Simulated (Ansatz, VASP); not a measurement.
**CsI: VASP beside Ansatz**

File INCAR:

```
SYSTEM = CsI
  ALGO = Normal
  EDIFF = 1E-6
  ENCUT = 500
  GGA_COMPAT = .FALSE.
  ISIF = 2
  ISMEAR = 0
  LASPH = .TRUE.
  LCHARG = .FALSE.
  LREAL = .FALSE.
  LWAVE = .FALSE.
  NBANDS = 15
  NELM = 120
  PREC = Accurate
  SIGMA = 0.01
```

KPOINTS

```
k-points
0
G
  6 6 6
  0 0 0
```

The input POSCAR:

```
CsI
1.0
    4.4017060310      0.0000000000      0.0000000000
    0.0000000000      4.4017060310      0.0000000000
    0.0000000000      0.0000000000      4.4017060310
Cs I
1 1
Direct
    0.0000000000      0.0000000000      0.0000000000
    0.5000000000      0.5000000000      0.5000000000
```

Input for Ansatz:

```yaml
crystal:
  lattice:
    - [4.40170603104, 0.0, 0.0]
    - [0.0, 4.40170603104, 0.0]
    - [0.0, 0.0, 4.40170603104]
  atoms:
    - { symbol: Cs, position: [0.0, 0.0, 0.0] }
    - { symbol: I, position: [0.5, 0.5, 0.5] }
kpoints:
  mp_grid: { grid: [6, 6, 6] }
scf:
  occupations: { method: fixed }
hamiltonian:
  xc: lda
  pseudopotentials: { kind: all_electron, lapw: { basis_error: 0.001 } }
output:
  forces: true
  stress: true
  eigenvalues: true
  eigenstates:
    nscf_kmesh: { grid: [10, 10, 10] }
    de_dk: true
    e_range: [-9, 13.80495469142]
  optics:
    e_range: [0, 30]
    de: 0.2
    sigma: 0.15
    bands: { spectra_wanted_up_to: 30 }
    nscf_kmesh: { grid: [10, 10, 10] }
checkpoint:
  write: ck
  write_wavefunctions: false
```

Alike in both runs: task single point; functional LDA; k mesh 6 × 6 × 6; no spin polarisation.

|  | VASP | Ansatz |
| --- | --- | --- |
| version | VASP 6.6.1 | Ansatz 0.2.0 |
| potentials or method | VASP PAW LDA potentials, release 64 (Cs_sv, I), cutoff 500 eV | all-electron LAPW, scalar-relativistic |
| occupations | gaussian, width 0.01 eV | fixed |

|  | VASP | Ansatz | Ansatz less VASP |
| --- | --- | --- | --- |
| gap on the k mesh at the Fermi level (eV) | 3.77 | 3.80 | +0.034 |
| pressure (GPa) | 0.1 | 0.0 | -0.07 |

LDA's correlation is that of Perdew and Zunger in VASP and of Perdew and Wang (1992) in Ansatz. Ansatz ran all-electron here, and VASP with PAW potentials.

Spin-orbit coupling is off throughout.
